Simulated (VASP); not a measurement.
Set up this calculation in VASP 6.6.1, as the native input.

| Item | Value |
| --- | --- |
| Task | single point |
| Functional | PBE |
| Potentials or basis | VASP PAW PBE potentials, release 64 (C, F, H) |
| Cutoff | 520 eV |
| k mesh | 2 × 2 × 1 |
| Occupations | gaussian, width 0.02 eV |
| Spin | no spin polarisation |
| Dipole correction | no |
| Further INCAR settings | LREAL = Auto; ALGO = Normal; EDIFF = 1e-07; NBANDS = 56 |

The structure of HC18F lies in POSCAR:

```
HC18F
1.0
    7.3980000000      0.0000000000      0.0000000000
   -3.6990000000      6.4068560000      0.0000000000
    0.0000000000      0.0000000000     11.0000000000
C F H
18 1 1
Direct
   -0.0026174535      0.0052284615      0.0839642727
    0.2176194901      0.1157066742      0.0838022727
   -0.0028054245      0.3383110218      0.0837218182
    0.2174760744      0.4490578530      0.0838020000
   -0.0025477317      0.6716539282      0.0838427273
    0.2176405526      0.7824903510      0.0837260909
    0.3305957670      0.0049830994      0.0837694545
    0.5508619773      0.1157196291      0.0836630000
    0.3304896974      0.3382702842      0.0838261818
    0.5507006137      0.4487302352      0.0839845455
    0.3304874413      0.6716745312      0.0837455455
    0.5507073907      0.7825629295      0.0839353636
    0.6639600008      0.0051043757      0.0837047273
    0.8842349336      0.1158096889      0.0837567273
    0.6639160882      0.3382479644      0.0836801818
    0.8842239967      0.4490349089      0.0836488182
    0.6638178396      0.6716105372      0.0845934545
    0.8845328344      0.7825833763      0.0843203636
    0.7034265260      0.6828895483      0.3778970909
    0.7028456913      0.6841769192      0.2926155455
```

These files were run (other wordings do the same):

INCAR

```
SYSTEM = HC18F
PREC     = Accurate       ! precision mode
ENCUT    = 520            ! plane-wave cutoff, eV
EDIFF    = 1E-7           ! SCF threshold, eV
ISMEAR   = 0              ! smearing method
SIGMA    = 0.02           ! smearing width, eV
LREAL    = Auto         
LASPH    = .True.         ! aspherical terms in the spheres
NELM     = 60             ! most SCF steps
ALGO     = Normal         ! electronic algorithm
ISIF     = 2              ! what is computed and relaxed
LWAVE    = .False.        ! write WAVECAR
LCHARG   = .False.        ! write CHGCAR
GGA      = PE             ! functional
NBANDS   = 56             ! bands
```

KPOINTS

```
regular mesh
0
Gamma
  2 2 1
  0 0 0
```

Potentials or basis: VASP PAW PBE potentials, release 64 (C, F, H).

Run with:

```console
$ cat potpaw_PBE.64/C/POTCAR potpaw_PBE.64/F/POTCAR potpaw_PBE.64/H/POTCAR > POTCAR
$ mpirun -np 1 vasp_std > vasp.out
```

It gave:

```yaml
Largest_force: 0.300 eV/Å
Band_gap_on_the_k_mesh: 0.13 eV
```

Caveat: the k points lie up to 0.49 Å⁻¹ apart.

It took 4.7 min on 1 thread of AMD EPYC 9R14 (Zen 4), with other jobs on the host, peak memory 0.56 GiB.
